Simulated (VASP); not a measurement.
# Zn12H (a cell with a defect) in VASP: further runs

Runs on Zn12H (a cell with a defect). Level: PBE. Tasks: single point.

All numbers are computed with VASP 6.6.1; they aren't measurements. Logs are shortened: lines on timing, memory, paths and dates and some standing lists are left out, and cuts for length are marked.

## Step 1: The cell of the first run

The cell holds a defect, 13 atoms: a = 5.320 Å, b = 7.980 Å, c = 4.937 Å, α = 90.00°, β = 90.00°, γ = 120.00°.

## Step 2: Single point, PBE

The input, INCAR:

```
SYSTEM = Zn12H
ALGO     = Normal         ! electronic algorithm
EDIFF    = 1E-6           ! SCF threshold, eV
ENCUT    = 400            ! plane-wave cutoff, eV
GGA      = PE             ! functional
GGA_COMPAT= .FALSE.      
ISIF     = 2              ! what is computed and relaxed
ISMEAR   = -1             ! smearing method
LASPH    = .TRUE.         ! aspherical terms in the spheres
LCHARG   = .FALSE.        ! write CHGCAR
LREAL    = .FALSE.        ! projectors in reciprocal space
LWAVE    = .FALSE.        ! write WAVECAR
NBANDS   = 84             ! bands
NELM     = 120            ! most SCF steps
PREC     = Accurate       ! precision mode
SIGMA    = 0.15           ! smearing width, eV
```

The input, KPOINTS:

```
k-points
0
G
  4 3 3
  0 0 0
```

The input, POSCAR:

```
Zn12H
1.0
    5.3200000000      0.0000000000      0.0000000000
   -3.9900000000      6.9108830000      0.0000000000
    0.0000000000      0.0000000000      4.9369600000
Zn H
12 1
Direct
   -0.0270233867     -0.0218206559      0.0511043233
    0.1539539566      0.1994824684      0.5261740018
    0.0113867782      0.3324756041     -0.0579708971
    0.1512695791      0.5329709677      0.4968239564
   -0.0381393953      0.6834582498      0.0401056521
    0.1919169364      0.9009268425      0.5120154913
    0.5207749935      0.0208077607      0.0097428377
    0.6644096511      0.2168319157      0.4800727573
    0.5411538961      0.3336187286     -0.0314768603
    0.6683762923      0.5499152568      0.4955478675
    0.4549234444      0.6906498055     -0.0379990926
    0.6815468910      0.8737667820      0.4656711823
    0.3248242561      0.3751040207      0.1910892533
```

Potentials or basis: VASP PAW PBE potentials, release 64 (Zn, H).

Run with:

```bash
$ cat potpaw_PBE.64/Zn/POTCAR potpaw_PBE.64/H/POTCAR > POTCAR
$ mpirun -np 1 vasp_std > vasp.out
```

OUTCAR:

```text
SYSTEM = Zn12H
   EDIFF = 1E-6
   ENCUT = 400
   GGA = PE
   ISIF = 2
   ISMEAR = -1
   LASPH = .TRUE.
   LREAL = .FALSE.
   NELM = 120
   PREC = Accurate

 ion  position               nearest neighbor table
   1  0.973  0.978  0.051-   5 2.32  12 2.45  11 2.59   7 2.60   6 2.76   7 2.77   3 2.78   2 2.80
                             9 2.96   2 3.01
   2  0.154  0.199  0.526-   6 2.49  12 2.57   3 2.59   8 2.66   4 2.67   8 2.69  10 2.77   1 2.80
                             9 2.82   1 3.01
   3  0.011  0.332  0.942-  13 1.96   9 2.51   7 2.57   2 2.59   4 2.60  11 2.65   1 2.78   8 2.79
                             9 2.82   5 2.98
   4  0.151  0.533  0.497-   8 2.56   3 2.60  10 2.64   2 2.67  10 2.69  11 2.73  12 2.78   6 2.84
                             5 2.96  11 3.02
   5  0.962  0.683  0.040-   1 2.32   9 2.58  11 2.62  10 2.64  11 2.75   6 2.80   7 2.85   4 2.96
                             3 2.98  10 3.02   6 3.03
   6  0.192  0.901  0.512-   2 2.49   8 2.52  12 2.62  12 2.73   1 2.76  10 2.79   5 2.80   4 2.84
                             7 2.89   7 2.91   5 3.03
   7  0.521  0.021  0.010-   9 2.45  11 2.49   3 2.57   1 2.60   8 2.69   1 2.77   5 2.85  12 2.86
                             6 2.89   6 2.91   8 2.95
   8  0.664  0.217  0.480-   6 2.52   4 2.56  10 2.65   2 2.66   2 2.69   7 2.69   9 2.78   3 2.79
                            12 2.79   9 2.88   7 2.95
   9  0.541  0.334  0.969-  13 1.74   7 2.45   3 2.51   5 2.58  10 2.78   8 2.78   3 2.82   2 2.82
                             8 2.88   1 2.96  10 3.01
  10  0.668  0.550  0.496-  12 2.55   5 2.64   4 2.64   8 2.65   4 2.69   2 2.77   9 2.78   6 2.79
                             9 3.01  11 3.02   5 3.02
  11  0.455  0.691  0.962-   7 2.49   1 2.59   5 2.62   3 2.65   4 2.73   5 2.75  12 2.80  12 2.83
                            10 3.02   4 3.02
  12  0.682  0.874  0.466-   1 2.45  10 2.55   2 2.57   6 2.62   6 2.73   4 2.78   8 2.79  11 2.80
                            11 2.83   7 2.86
  13  0.325  0.375  0.191-   9 1.74   3 1.96

  LATTYP: Found a simple monoclinic cell.
 ALAT       =     5.3200000000
 B/A-ratio  =     0.9280000000
 C/A-ratio  =     1.3228757068
 COS(beta)  =    -0.1889822292

  Lattice vectors:

 A1 = (   5.3200000000,   0.0000000000,   0.0000000000)
 A2 = (   0.0000000000,   0.0000000000,   4.9369600000)
 A3 = (  -1.3300000000,  -6.9108830000,   0.0000000000)

Analysis of symmetry for initial positions (statically):
=====================================================================
 Subroutine PRICEL returns:
 Original cell was already a primitive cell.

 Routine SETGRP: Setting up the symmetry group for a
 simple monoclinic supercell.

 Subroutine GETGRP returns: Found  1 space group operations
 (whereof  1 operations were pure point group operations)
 out of a pool of  4 trial point group operations.

The static configuration has the point symmetry C_1 .

Analysis of symmetry for dynamics (positions and initial velocities):
=====================================================================
 Subroutine PRICEL returns:
 Original cell was already a primitive cell.

 Routine SETGRP: Setting up the symmetry group for a
 simple monoclinic supercell.

 Subroutine GETGRP returns: Found  1 space group operations
 (whereof  1 operations were pure point group operations)
 out of a pool of  4 trial point group operations.

The dynamic configuration has the point symmetry C_1 .

 Subroutine INISYM returns: Found  1 space group operations
 (whereof  1 operations are pure point group operations),
 and found     1 'primitive' translations

----------------------------------------------------------------------------------------

                                     Primitive cell

  volume of cell :     181.5118

  direct lattice vectors                    reciprocal lattice vectors
     5.320000000  0.000000000  0.000000000     0.187969925  0.108524482  0.000000000
    -3.990000000  6.910883000  0.000000000     0.000000000  0.144699310  0.000000000
     0.000000000  0.000000000  4.936960000     0.000000000  0.000000000  0.202553798

  length of vectors
[... 34 lines left out ...]

 KPOINTS: k-points

Automatic generation of k-mesh.
 Grid dimensions read from file:
 generate k-points for:    4    3    3

 Generating k-lattice:

  Cartesian coordinates                     Fractional coordinates (reciprocal lattice)
     0.046992481  0.027131121  0.000000000     0.250000000  0.000000000  0.000000000
     0.000000000  0.048233103  0.000000000     0.000000000  0.333333333  0.000000000
     0.000000000  0.000000000  0.067517933     0.000000000  0.000000000  0.333333333

  Length of vectors
     0.054262243  0.048233103  0.067517933

  Shift w.r.t. Gamma in fractional coordinates (k-lattice)
     0.000000000  0.000000000  0.000000000

 Subroutine IBZKPT returns following result:
 ===========================================

 Found     19 irreducible k-points:

 Following reciprocal coordinates:
            Coordinates               Weight
  0.000000  0.000000  0.000000      1.000000
  0.250000  0.000000  0.000000      2.000000
  0.500000  0.000000  0.000000      1.000000
  0.000000  0.333333  0.000000      2.000000
  0.250000  0.333333  0.000000      2.000000
  0.500000  0.333333  0.000000      2.000000
[... 11 lines left out ...]
 -0.250000  0.333333  0.333333      2.000000
  0.250000 -0.333333  0.333333      2.000000
   k-points           NKPTS =     19   k-points in BZ     NKDIM =     19   number of bands    NBANDS=     84
   number of dos      NEDOS =    301   number of ions     NIONS =     13
   total plane-waves  NPLWV =  62208
   dimension x,y,z NGX =    36 NGY =   54 NGZ =   32
   dimension x,y,z NGXF=    72 NGYF=  108 NGZF=   64
   ions per type =              12   1
   NGX,Y,Z   is equivalent  to a cutoff of  11.25, 11.25, 10.78 a.u.
   NGXF,Y,Z  is equivalent  to a cutoff of  22.50, 22.50, 21.55 a.u.
 SYSTEM =  Zn12H
   PREC   = accura    normal or accurate (medium, high low for compatibility)
   ISTART =      0    job   : 0-new  1-cont  2-samecut
   ICHARG =      2    charge: 1-file 2-atom 10-const
   ISPIN  =      1    spin polarized calculation?
   LNONCOLLINEAR =      F non collinear calculations
   LSORBIT =      F    spin-orbit coupling
   LASPH  =      T    aspherical Exc in radial PAW
   ENCUT  =  400.0 eV  29.40 Ry    5.42 a.u.   8.68 13.01  8.05*2*pi/ulx,y,z
   NELM   =    120;   NELMIN=  2; NELMDL= -5     # of ELM steps
   EDIFF  = 0.1E-05   stopping-criterion for ELM
   LREAL  =      F    real-space projection
   EDIFFG = 0.1E-04   stopping-criterion for IOM
   NSW    =      0    number of steps for IOM
   IBRION =     -1    ionic relax: 0-MD 1-quasi-New 2-CG
   NFREE  =      0    steps in history (QN), initial steepest desc. (CG)
   ISIF   =      2    stress and relaxation
   ISYM   =      2    0-nonsym 1-usesym 2-fastsym
   POTIM  = 0.5000    time-step for ionic-motion
   TEBEG  =    0.0;   TEEND  =   0.0 temperature during run
   PSTRESS=    0.0 pullay stress
   NELECT =     145.0000    total number of electrons
   NUPDOWN=      -1.0000    fix difference up-down
   EMIN   =  10.00;   EMAX   =-10.00  energy-range for DOS
   EFERMI =   0.00;   METHOD = LEGACY
   ISMEAR =    -1;   SIGMA  =   0.15  broadening in eV -4-tet -1-fermi 0-gaus
   EFERMI_NEDOS =   21; number of points for ismear=-14 and -15
   IALGO  =     38    algorithm
   IMIX   =      4    mixing-type and parameters
     AMIX     =   0.40;   BMIX     =  1.00
     AMIX_MAG =   1.60;   BMIX_MAG =  1.00
  volume/ion in A,a.u.               =      13.96        94.22
  Fermi-wavevector in a.u.,A,eV,Ry     =   1.519017  2.870525 31.394246  2.307412
  Thomas-Fermi vector in A             =   2.628059
   LORBIT       =      0    0 simple, 1 ext, 2 COOP (PROOUT), +10 PAW based schemes
   GGA     = PE    functional components
   LHFCALC =     F    Hartree Fock is set to
   AEXX    =    0.0000 exact exchange contribution
   IVDW    =     0    specifies the selected vdW correction
   LEPSILON=     F    determine dielectric tensor
   LRPA    =     F    only Hartree local field effects (RPA)
 non-spin polarized calculation
  energy-cutoff  :      400.00
  volume of cell :      181.51
 maximum number of plane-waves:      3312
 NGX is ok and might be reduce to    36
   NGX = 17   NGY = 27   NGZ = 17

 number of electron     144.9999994 magnetization

 Free energy of the ion-electron system (eV)
  ---------------------------------------------------
  ext. energy  EPLUGINS =         0.00000000
  ---------------------------------------------------
  free energy    TOTEN  =       -14.96572283 eV

  energy without entropy =      -14.73293801  energy(sigma->0) =      -14.84933042

 E-fermi :   3.3365     XC(G=0): -11.6334

 val. band max:        3.2418299672   @ k =  -0.2500   0.3333   0.0000
 cond. band min:       3.3974841853   @ k =   0.5000   0.3333   0.0000
 fundamental gap:      0.1556542181
 Fermi energy:         3.3365248372

 k-point     1 :       0.0000    0.0000    0.0000
  band No.  band energies     occupation
      1      -7.5742      2.00000
      2      -5.6675      2.00000
      3      -5.4702      2.00000
      4      -5.3265      2.00000
      5      -5.2569      2.00000
      6      -5.2267      2.00000
[... 1642 lines left out ...]
     83       8.8615      0.00000
     84       9.2130      0.00000

------------------------ aborting loop because EDIFF is reached ----------------------------------------

  FORCE on cell =-STRESS in cart. coord.  units (eV):
  Direction    XX          YY          ZZ          XY          YZ          ZX
  --------------------------------------------------------------------------------------
  -------------------------------------------------------------------------------------
  Total        6.7635412      5.2034615      4.2315448     -2.4132902      0.1591361     -0.8265744
  in kB       59.7007709     45.9301804     37.3512163    -21.3017533      1.4046709     -7.2960493
  external PRESSURE =      47.6607225 kB  Pullay stress =       0.0000000 kB

 VOLUME and BASIS-vectors are now :
 -----------------------------------------------------------------------------
  energy-cutoff  :      400.00
  volume of cell :      181.51
      direct lattice vectors                 reciprocal lattice vectors
     5.320000000  0.000000000  0.000000000     0.187969925  0.108524482  0.000000000
    -3.990000000  6.910883000  0.000000000     0.000000000  0.144699310  0.000000000
     0.000000000  0.000000000  4.936960000     0.000000000  0.000000000  0.202553798

 POSITION                                       TOTAL-FORCE (eV/Angst)
 -----------------------------------------------------------------------------------
      1.27330      6.76008      0.25230         0.038635      1.249357     -0.857020
      0.02310      1.37860      2.59770        -0.051132      0.351868      0.042901
     -1.26600      2.29770      4.65076         0.185455      0.226295      0.403280
     -1.32180      3.68330      2.45280        -0.016568      0.650632     -0.207405
      2.39010      4.72330      0.19800         0.924854     -0.923203     -0.358340
     -2.57370      6.22620      2.52780         0.305013     -0.706172      0.206802
      2.68750      0.14380      0.04810        -0.279284     -0.413179     -0.036892
      2.66950      1.49850      2.37010         0.196111     -0.010745      0.000560
      1.54780      2.30560      4.78156        -0.524604      0.244280     -0.177049
      1.36160      3.80040      2.44650         0.040291      0.021210      0.383879
     -0.33550      4.77300      4.74936         0.208329     -0.393350     -0.144082
      0.13950      6.03850      2.29900        -0.809501     -0.229757      0.584411
      0.23140      2.59230      0.94340        -0.217599     -0.067237      0.158954
 -----------------------------------------------------------------------------------
    total drift:                                0.000861     -0.001965      0.010097

  FREE ENERGIE OF THE ION-ELECTRON SYSTEM (eV)
  ---------------------------------------------------
  free  energy   TOTEN  =       -14.9657228318 eV

  energy  without entropy=      -14.7329380111  energy(sigma->0) =      -14.84933042
```

It took 3.4 min on 1 thread of Oxide Virtual Turin-like, shared host; peak memory 0.28 GiB.

Results:

```
Free energy            : -14.9657 eV
Pressure               : 4.8 GPa
Largest force          : 1.516 eV/Å
Band gap on the k mesh : zero (an odd number of electrons rules out a gap without spin polarisation)
```

Forces in eV/Å, atoms in the order of the input:
```
Zn   0.039  1.249 -0.857
Zn  -0.051  0.352  0.043
Zn   0.185  0.226  0.403
Zn  -0.017  0.651 -0.207
Zn   0.925 -0.923 -0.358
Zn   0.305 -0.706  0.207
Zn  -0.279 -0.413 -0.037
Zn   0.196 -0.011  0.001
Zn  -0.525  0.244 -0.177
Zn   0.040  0.021  0.384
Zn   0.208 -0.393 -0.144
Zn  -0.810 -0.230  0.584
H   -0.218 -0.067  0.159
```

Levels at points of the mesh, in eV from the Fermi level:
```csv
k point,band 68,band 69,band 70,band 71,band 72,band 73,band 74,band 75,band 76,band 77
"(0.00, 0.00, 0.00)",-3.20,-2.40,-1.15,-0.79,-0.52,0.19,0.33,0.60,1.47,1.74
"(0.50, 0.00, 0.00)",-2.08,-1.89,-1.51,-1.33,-1.23,-0.75,-0.63,-0.33,0.33,2.09
```

Caveat: the k points lie up to 0.42 Å⁻¹ apart, too coarse for converged energies and pressures of a metal.

## Step 3: Single point, PBE

The input, INCAR:

```
SYSTEM = Zn12H
PREC     = Accurate       ! precision mode
ENCUT    = 400            ! plane-wave cutoff, eV
EDIFF    = 1E-6           ! SCF threshold, eV
ISMEAR   = -1             ! smearing method
SIGMA    = 0.15           ! smearing width, eV
LREAL    = .FALSE.        ! projectors in reciprocal space
LASPH    = .TRUE.         ! aspherical terms in the spheres
NELM     = 120            ! most SCF steps
ALGO     = Normal         ! electronic algorithm
ISIF     = 2              ! what is computed and relaxed
LWAVE    = .FALSE.        ! write WAVECAR
LCHARG   = .FALSE.        ! write CHGCAR
GGA      = PE             ! functional
NBANDS   = 84             ! bands
GGA_COMPAT= .FALSE.
```

The input, KPOINTS:

```
regular mesh
0
G
  4 3 3
  0 0 0
```

The input, POSCAR:

```
Zn12H
1.0
    5.3200000000      0.0000000000      0.0000000000
   -3.9900000000      6.9108830000      0.0000000000
    0.0000000000      0.0000000000      4.9369600000
Zn H
12 1
Direct
   -0.0205943977     -0.0210682195      0.0306869004
    0.1696822149      0.2194509732      0.5013206508
   -0.0108746801      0.3128688476     -0.0414019964
    0.1732925300      0.5292521954      0.4844276640
   -0.0289119099      0.6762377543      0.0524411784
    0.1921693571      0.9232684159      0.4872229064
    0.4843035382      0.0047606073      0.0593887737
    0.6691538411      0.2261650212      0.4692968953
    0.5471632856      0.3377715988     -0.0387485416
    0.6917699771      0.5488010722      0.5149322660
    0.4544857153      0.6913443622     -0.0294310669
    0.6668682333      0.8652729326      0.4512696072
    0.3350697613      0.3941030401      0.2398236972
```

Potentials or basis: VASP PAW PBE potentials, release 64 (Zn, H).

Run with:

```bash
$ cat potpaw_PBE.64/Zn/POTCAR potpaw_PBE.64/H/POTCAR > POTCAR
$ mpirun -np 1 vasp_std > vasp.out
```

It took 3.5 min on 1 thread of Oxide Virtual Turin-like, shared host; peak memory 0.28 GiB.

It converged, with:

| Quantity | Value |
| --- | --- |
| Free energy | -14.6966 eV |
| Pressure | 5.6 GPa |
| Largest force | 1.483 eV/Å |
| Band gap on the k mesh | zero (an odd number of electrons rules out a gap without spin polarisation) |

Forces in eV/Å, atoms in the order of the input:
```
Zn  -0.320  0.873 -0.895
Zn  -0.296 -0.393  0.472
Zn   0.478  0.296 -0.058
Zn  -0.414  0.871  0.118
Zn   0.404 -0.644 -0.281
Zn   0.185 -1.169  0.893
Zn   0.219  0.205 -0.847
Zn   0.548 -0.051  0.331
Zn  -0.869 -0.049 -0.098
Zn  -0.023  0.614  0.374
Zn   0.460 -0.649 -0.565
Zn  -0.373  0.054  0.767
H    0.001  0.041 -0.212
```

Stress tensor (GPa, compression positive):
```
 7.08 -2.33 -0.58
-2.33  5.03 -0.01
-0.58 -0.01  4.66
```

Levels at points of the mesh, in eV from the Fermi level:
| k point | band 70 | band 71 | band 72 | band 73 | band 74 | band 75 |
| --- | --- | --- | --- | --- | --- | --- |
| (0.00, 0.00, 0.00) | -1.08 | -0.83 | -0.43 | 0.07 | 0.45 | 0.52 |
| (0.50, 0.00, 0.00) | -1.50 | -1.38 | -1.18 | -0.71 | -0.62 | -0.22 |

Caveat: the k points lie up to 0.42 Å⁻¹ apart, too coarse for converged energies and pressures of a metal; the atoms stand as in a frame of molecular dynamics.

The gap in the log of VASP goes by the Fermi energy; the results here count the filled bands.